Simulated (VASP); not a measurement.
# Ta2SiO3 (P4/mmm) in VASP: further runs

Runs on Ta2SiO3. Level: PBE. Tasks: relaxation of cell and atoms, single point.

Everything below comes from runs of VASP 6.6.1. Logs are shortened: lines on timing, memory, paths and dates and some standing lists are left out, and cuts for length are marked.

### 1 The cell of the first run

It takes space group P4/mmm (No. 123, tetragonal). Conventional cell: a = 2.882 Å, b = 2.882 Å, c = 8.726 Å, α = 90.00°, β = 90.00°, γ = 90.00°. Within 3.3 Å of Ta (site symmetry 4mm) lie 8 O at 2.49 to 2.55 Å and 1 Si at 2.83 Å and 5 Ta at 2.88 to 3.06 Å. Within 3.3 Å of Si (site symmetry 4/mmm) lie 8 O at 2.47 Å and 2 Ta at 2.83 Å and 4 Si at 2.88 Å. O (site symmetry 4mm) has 4 Si at 2.47 Å and 4 Ta at 2.49 Å and 6 O at 2.81 to 2.96 Å within 3.3 Å. O (site symmetry 4/mmm) has 8 Ta at 2.55 Å and 6 O at 2.88 to 2.96 Å within 3.4 Å.

The cell was generated, and may not be a known phase.

### 2 Relaxation of cell and atoms, PBE

INCAR reads:

```
SYSTEM = Ta2SiO3
PREC = Accurate
ENCUT = 600
EDIFF = 1E-7
ISMEAR = 0
SIGMA = 0.1
LREAL = .FALSE.
LASPH = .TRUE.
NELM = 100
ALGO = Normal
ISIF = 3
LWAVE = .FALSE.
LCHARG = .FALSE.
GGA = PE
IBRION = 2
NSW = 90
EDIFFG = -0.04
```

KPOINTS reads:

```
regular mesh
0
G
  6 6 2
  0 0 0
```

POSCAR reads:

```
Ta2SiO3
1.0
    2.8819765200      0.0000000000      0.0000000000
    0.0000000000      2.8819765200      0.0000000000
    0.0000000000      0.0000000000      8.7255738400
Ta Si O
2 1 3
Direct
    0.5000000000      0.5000000000      0.3248246900
    0.5000000000      0.5000000000      0.6751753100
    0.5000000000      0.5000000000      0.0000000000
    0.0000000000      0.0000000000      0.8390681100
    0.0000000000      0.0000000000      0.1609318900
    0.0000000000      0.0000000000      0.5000000000
```

Potentials or basis: VASP PAW PBE potentials, release 64 (Ta_pv, Si, O).

The run is started by

```bash
cat potpaw_PBE.64/Ta_pv/POTCAR potpaw_PBE.64/Si/POTCAR potpaw_PBE.64/O/POTCAR > POTCAR
mpirun -np 1 vasp_std > vasp.out
```

OUTCAR:

```text
SYSTEM = Ta2SiO3
   PREC = Accurate
   ENCUT = 600
   EDIFF = 1E-7
   ISMEAR = 0
   LREAL = .FALSE.
   LASPH = .TRUE.
   NELM = 100
   ISIF = 3
   GGA = PE
   IBRION = 2
   NSW = 90
   EDIFFG = -0.04

 ion  position               nearest neighbor table
   1  0.500  0.500  0.325-   5 2.49   5 2.49   5 2.49   5 2.49   6 2.55   6 2.55   6 2.55   6 2.55
                             3 2.83   2 3.06
   2  0.500  0.500  0.675-   4 2.49   4 2.49   4 2.49   4 2.49   6 2.55   6 2.55   6 2.55   6 2.55
                             3 2.83   1 3.06
   3  0.500  0.500  0.000-   4 2.47   5 2.47   4 2.47   5 2.47   4 2.47   5 2.47   4 2.47   5 2.47
                             1 2.83   2 2.83
   4  0.000  0.000  0.839-   3 2.47   3 2.47   3 2.47   3 2.47   2 2.49   2 2.49   2 2.49   2 2.49

   5  0.000  0.000  0.161-   3 2.47   3 2.47   3 2.47   3 2.47   1 2.49   1 2.49   1 2.49   1 2.49

   6  0.000  0.000  0.500-   1 2.55   2 2.55   1 2.55   2 2.55   1 2.55   2 2.55   1 2.55   2 2.55

  LATTYP: Found a simple tetragonal cell.
 ALAT       =     2.8819765200
 C/A-ratio  =     3.0276352980

  Lattice vectors:

 A1 = (   2.8819765200,   0.0000000000,   0.0000000000)
 A2 = (   0.0000000000,   2.8819765200,   0.0000000000)
 A3 = (   0.0000000000,   0.0000000000,   8.7255738400)

Analysis of symmetry for initial positions (statically):
=====================================================================
 Subroutine PRICEL returns:
 Original cell was already a primitive cell.

 Routine SETGRP: Setting up the symmetry group for a
 simple tetragonal supercell.

 Subroutine GETGRP returns: Found 16 space group operations
 (whereof 16 operations were pure point group operations)
 out of a pool of 16 trial point group operations.

The static configuration has the point symmetry D_4h.

Analysis of symmetry for dynamics (positions and initial velocities):
=====================================================================
 Subroutine PRICEL returns:
 Original cell was already a primitive cell.

 Routine SETGRP: Setting up the symmetry group for a
 simple tetragonal supercell.

 Subroutine GETGRP returns: Found 16 space group operations
 (whereof 16 operations were pure point group operations)
 out of a pool of 16 trial point group operations.

The dynamic configuration has the point symmetry D_4h.

 Subroutine INISYM returns: Found 16 space group operations
 (whereof 16 operations are pure point group operations),
 and found     1 'primitive' translations

----------------------------------------------------------------------------------------

                                     Primitive cell

  volume of cell :      72.4728

  direct lattice vectors                    reciprocal lattice vectors
     2.881976520  0.000000000  0.000000000     0.346984090  0.000000000  0.000000000
     0.000000000  2.881976520  0.000000000     0.000000000  0.346984090  0.000000000
     0.000000000  0.000000000  8.725573840     0.000000000  0.000000000  0.114605643

  length of vectors
     2.881976520  2.881976520  8.725573840     0.346984090  0.346984090  0.114605643

  position of ions in fractional coordinates (direct lattice)
     0.500000000  0.500000000  0.324824690
     0.500000000  0.500000000  0.675175310
     0.500000000  0.500000000  0.000000000
     0.000000000  0.000000000  0.839068110
     0.000000000  0.000000000  0.160931890
     0.000000000  0.000000000  0.500000000

  ion indices of the primitive-cell ions
   primitive index   ion index
                 1           1
                 2           2
                 3           3
                 4           4
                 5           5
                 6           6

----------------------------------------------------------------------------------------

 KPOINTS: regular mesh

Automatic generation of k-mesh.
 Grid dimensions read from file:
 generate k-points for:    6    6    2

 Generating k-lattice:

  Cartesian coordinates                     Fractional coordinates (reciprocal lattice)
     0.057830682  0.000000000  0.000000000     0.166666667  0.000000000  0.000000000
     0.000000000  0.057830682  0.000000000     0.000000000  0.166666667  0.000000000
     0.000000000  0.000000000  0.057302821     0.000000000  0.000000000  0.500000000

  Length of vectors
     0.057830682  0.057830682  0.057302821

  Shift w.r.t. Gamma in fractional coordinates (k-lattice)
     0.000000000  0.000000000  0.000000000

 Subroutine IBZKPT returns following result:
 ===========================================

 Found     20 irreducible k-points:

 Following reciprocal coordinates:
            Coordinates               Weight
  0.000000  0.000000  0.000000      1.000000
  0.166667  0.000000  0.000000      4.000000
  0.333333  0.000000  0.000000      4.000000
  0.500000  0.000000  0.000000      2.000000
  0.166667  0.166667  0.000000      4.000000
  0.333333  0.166667  0.000000      8.000000
[... 12 lines left out ...]
  0.500000  0.333333  0.500000      4.000000
  0.500000  0.500000  0.500000      1.000000
   k-points           NKPTS =     20   k-points in BZ     NKDIM =     20   number of bands    NBANDS=     26
   number of dos      NEDOS =    301   number of ions     NIONS =      6
   total plane-waves  NPLWV =  40320
   dimension x,y,z NGX =    24 NGY =   24 NGZ =   70
   dimension x,y,z NGXF=    48 NGYF=   48 NGZF=  140
   ions per type =               2   1   3
   NGX,Y,Z   is equivalent  to a cutoff of  13.84, 13.84, 13.34 a.u.
   NGXF,Y,Z  is equivalent  to a cutoff of  27.69, 27.69, 26.67 a.u.
 SYSTEM =  Ta2SiO3
   PREC   = accura    normal or accurate (medium, high low for compatibility)
   ISTART =      0    job   : 0-new  1-cont  2-samecut
   ICHARG =      2    charge: 1-file 2-atom 10-const
   ISPIN  =      1    spin polarized calculation?
   LNONCOLLINEAR =      F non collinear calculations
   LSORBIT =      F    spin-orbit coupling
   LASPH  =      T    aspherical Exc in radial PAW
   ENCUT  =  600.0 eV  44.10 Ry    6.64 a.u.   5.76  5.76 17.43*2*pi/ulx,y,z
   NELM   =    100;   NELMIN=  2; NELMDL= -5     # of ELM steps
   EDIFF  = 0.1E-06   stopping-criterion for ELM
   LREAL  =      F    real-space projection
   EDIFFG = -.4E-01   stopping-criterion for IOM
   NSW    =     90    number of steps for IOM
   IBRION =      2    ionic relax: 0-MD 1-quasi-New 2-CG
   NFREE  =      1    steps in history (QN), initial steepest desc. (CG)
   ISIF   =      3    stress and relaxation
   ISYM   =      2    0-nonsym 1-usesym 2-fastsym
   POTIM  = 0.5000    time-step for ionic-motion
   TEBEG  =    0.0;   TEEND  =   0.0 temperature during run
   PSTRESS=    0.0 pullay stress
   NELECT =      44.0000    total number of electrons
   NUPDOWN=      -1.0000    fix difference up-down
   EMIN   =  10.00;   EMAX   =-10.00  energy-range for DOS
   EFERMI =   0.00;   METHOD = LEGACY
   ISMEAR =     0;   SIGMA  =   0.10  broadening in eV -4-tet -1-fermi 0-gaus
   EFERMI_NEDOS =   21; number of points for ismear=-14 and -15
   IALGO  =     38    algorithm
   IMIX   =      4    mixing-type and parameters
     AMIX     =   0.40;   BMIX     =  1.00
     AMIX_MAG =   1.60;   BMIX_MAG =  1.00
  volume/ion in A,a.u.               =      12.08        81.51
  Fermi-wavevector in a.u.,A,eV,Ry     =   1.386226  2.619588 26.145269  1.921623
  Thomas-Fermi vector in A             =   2.510562
   LORBIT       =      0    0 simple, 1 ext, 2 COOP (PROOUT), +10 PAW based schemes
   GGA     = PE    functional components
   LHFCALC =     F    Hartree Fock is set to
   AEXX    =    0.0000 exact exchange contribution
   IVDW    =     0    specifies the selected vdW correction
   LEPSILON=     F    determine dielectric tensor
   LRPA    =     F    only Hartree local field effects (RPA)
 conjugate gradient relaxation of ions
 non-spin polarized calculation
 Gauss-broadening in eV      SIGMA  =   0.10
  energy-cutoff  :      600.00
  volume of cell :       72.47
 maximum number of plane-waves:      2448
 NGX is ok and might be reduce to    24
   NGX = 11   NGY = 11   NGZ = 35

--------------------------------------- Ionic step        1  -------------------------------------------

 number of electron      44.0000002 magnetization

 Free energy of the ion-electron system (eV)
  ---------------------------------------------------
  ext. energy  EPLUGINS =         0.00000000
  ---------------------------------------------------
  free energy    TOTEN  =       -46.83917835 eV

  energy without entropy =      -46.81855549  energy(sigma->0) =      -46.82886692

------------------------ aborting loop because EDIFF is reached ----------------------------------------

  FORCE on cell =-STRESS in cart. coord.  units (eV):
  Direction    XX          YY          ZZ          XY          YZ          ZX
  --------------------------------------------------------------------------------------
  -------------------------------------------------------------------------------------
  Total       -4.9894275     -4.9894275     -7.3168453      0.0000000      0.0000000     -0.0000000
  in kB     -110.3027716   -110.3027716   -161.7556955      0.0000000      0.0000000     -0.0000000
  external PRESSURE =    -127.4537462 kB  Pullay stress =       0.0000000 kB
[... 101 lines left out ...]
  FREE ENERGIE OF THE ION-ELECTRON SYSTEM (eV)
  ---------------------------------------------------
  free  energy   TOTEN  =       -47.9221191862 eV

  energy  without entropy=      -47.9166166639  energy(sigma->0) =      -47.91936793

[... ionic steps 4 to 33 ...]

--------------------------------------- Ionic step       34  -------------------------------------------

 number of electron      43.9999981 magnetization

------------------------ aborting loop because EDIFF is reached ----------------------------------------

  FORCE on cell =-STRESS in cart. coord.  units (eV):
  Direction    XX          YY          ZZ          XY          YZ          ZX
  --------------------------------------------------------------------------------------
  -------------------------------------------------------------------------------------
  Total        0.2272253      0.2272253     -0.0603377      0.0000000      0.0000000     -0.0000000
  in kB        4.4891013      4.4891013     -1.1920416      0.0000000      0.0000000     -0.0000000
  external PRESSURE =       2.5953870 kB  Pullay stress =       0.0000000 kB
[... 65 lines left out ...]
  energy  without entropy=      -50.9510799919  energy(sigma->0) =      -50.95461943

--------------------------------------- Ionic step       36  -------------------------------------------

 number of electron      43.9999986 magnetization

 Free energy of the ion-electron system (eV)
  ---------------------------------------------------
  ext. energy  EPLUGINS =         0.00000000
  ---------------------------------------------------
  free energy    TOTEN  =       -50.95819153 eV

  energy without entropy =      -50.95111059  energy(sigma->0) =      -50.95465106

 E-fermi :   5.8505     XC(G=0): -11.1205

 val. band max:        5.7228763552   @ k =   0.5000   0.0000   0.0000
 cond. band min:       5.9118711006   @ k =   0.3333   0.0000   0.5000
 fundamental gap:      0.1889947454
 Fermi energy:         5.8505242299

 k-point     1 :       0.0000    0.0000    0.0000
  band No.  band energies     occupation
      1     -30.2876      2.00000
      2     -29.8330      2.00000
      3     -29.4443      2.00000
      4     -29.4443      2.00000
      5     -29.4049      2.00000
      6     -29.4049      2.00000
[... 602 lines left out ...]
  FREE ENERGIE OF THE ION-ELECTRON SYSTEM (eV)
  ---------------------------------------------------
  free  energy   TOTEN  =       -50.9581915250 eV

  energy  without entropy=      -50.9511105919  energy(sigma->0) =      -50.95465106

 reached required accuracy - stopping structural energy minimisation
```

Run time: 23 min. Hardware: 1 thread of Intel Xeon Platinum 8259CL at 2.50GHz (Skylake/Cascade Lake), shared host; peak memory 0.23 GiB.

Results:

- Free energy: -50.9582 eV
- Relaxed volume: 13.57 Å³/atom
- Relaxed cell: a = 2.731 Å, b = 2.731 Å, c = 10.911 Å, α = 90.00°, β = 90.00°, γ = 90.00°
- Space group after relaxing (to 0.1 Å): P4/mmm (No. 123)
- Energy gained by relaxing: 686.5 meV/atom
- Ionic steps: 36
- Pressure after relaxing: -0.2 GPa
- Largest force after relaxing: 0.036 eV/Å
- Band gap on the k mesh: zero (bands 22 and 23 overlap by 2.19 eV)

Forces on the atoms (eV/Å):
```
Ta   0.000  0.000  0.036
Ta   0.000  0.000 -0.036
Si   0.000  0.000  0.000
O    0.000  0.000 -0.020
O    0.000  0.000  0.020
O    0.000  0.000  0.000
```

Step by step:
```
step  energy change (eV)  largest force (eV/Å)  pressure (GPa)  volume (Å³)
   1              0.0000                3.0882          -12.75        72.47
   2             -1.0823                2.9170           15.44        62.85
   3             -1.0829                2.9377           14.97        62.94
   4             -1.8537                1.8347           17.84        63.50
   5             -1.8274                2.8228           30.63        64.65
   6             -2.1408                2.6097           23.12        64.06
   7             -2.8750                1.5915            1.40        70.46
   8             -2.9267                1.3688           -5.01        73.23
   9             -3.1477                1.4532           -2.84        72.66
  10             -3.3131                1.4805            0.93        71.86
  11             -3.3225                2.2068           11.75        70.07
  12             -3.3675                1.7647            6.76        70.87
  13             -3.5229                1.6835            4.36        71.67
  14             -3.7802                1.3575           -0.62        74.08
  15             -3.7810                1.2297           -0.29        73.86
  16             -3.7815                1.2756           -0.41        73.94
  17             -3.8375                1.1302            0.22        74.19
  18             -3.9336                1.0186            2.52        74.96
  19             -4.0048                0.3542            2.03        75.87
  20             -4.0455                0.6351            1.67        77.29
  21             -4.0658                0.5781           -0.21        78.44
  22             -4.0753                0.5015           -2.44        79.91
  23             -4.0970                0.2100           -1.55        80.01
  24             -4.1072                0.3145           -0.38        80.12
  25             -4.1121                0.1154            0.80        79.95
  26             -4.1123                0.0688            1.08        79.91
  27             -4.1152                0.0951            0.39        80.40
  28             -4.1155                0.1391            0.08        80.62
  29             -4.1164                0.0449           -0.24        80.82
  30             -4.1165                0.0627           -0.43        80.94
  31             -4.1172                0.0683           -0.22        80.93
  32             -4.1178                0.0797            0.22        80.90
  33             -4.1183                0.0542            0.24        80.99
  34             -4.1185                0.0512            0.26        81.10
  35             -4.1190                0.0403           -0.07        81.32
  36             -4.1190                0.0360           -0.20        81.40
```

Final structure:
```xyz
6
Lattice="2.7314 0.0000 0.0000 0.0000 2.7314 0.0000 0.0000 0.0000 10.9110" Properties=species:S:1:pos:R:3 pbc="T T T"
Ta    1.3657    1.3657    4.0202
Ta    1.3657    1.3657    6.8908
Si    1.3657    1.3657    0.0000
O     0.0000    2.7314    7.8992
O     0.0000    0.0000    3.0117
O     0.0000    0.0000    5.4555
```

Levels at points of the mesh, in eV from the Fermi level:
```csv
k point,band 20,band 21,band 22,band 23,band 24,band 25
"(0.00, 0.00, 0.00)",-4.42,-4.21,-1.40,-0.94,1.75,2.37
"(0.50, 0.00, 0.00)",-3.39,-2.30,-1.82,-0.13,1.25,1.89
"(0.50, 0.50, 0.00)",-1.24,-0.92,-0.92,2.32,2.32,2.60
"(0.00, 0.00, 0.50)",-4.31,-4.21,-1.81,-0.89,2.20,2.33
"(0.50, 0.00, 0.50)",-3.24,-2.42,-1.65,-0.13,1.23,1.89
"(0.50, 0.50, 0.50)",-1.40,-0.92,-0.92,2.32,2.32,3.21
```

Caveat: the k points lie up to 0.38 Å⁻¹ apart in the final cell, too coarse for converged energies and pressures of a metal; a cell axis changed by over 15 % at a fixed basis, so the end point is rough; spin-orbit coupling is left out, which moves the levels of the heavy elements.

(Continued in part 2 of 2.)

The gap in the log of VASP goes by the Fermi energy; the results here count the filled bands.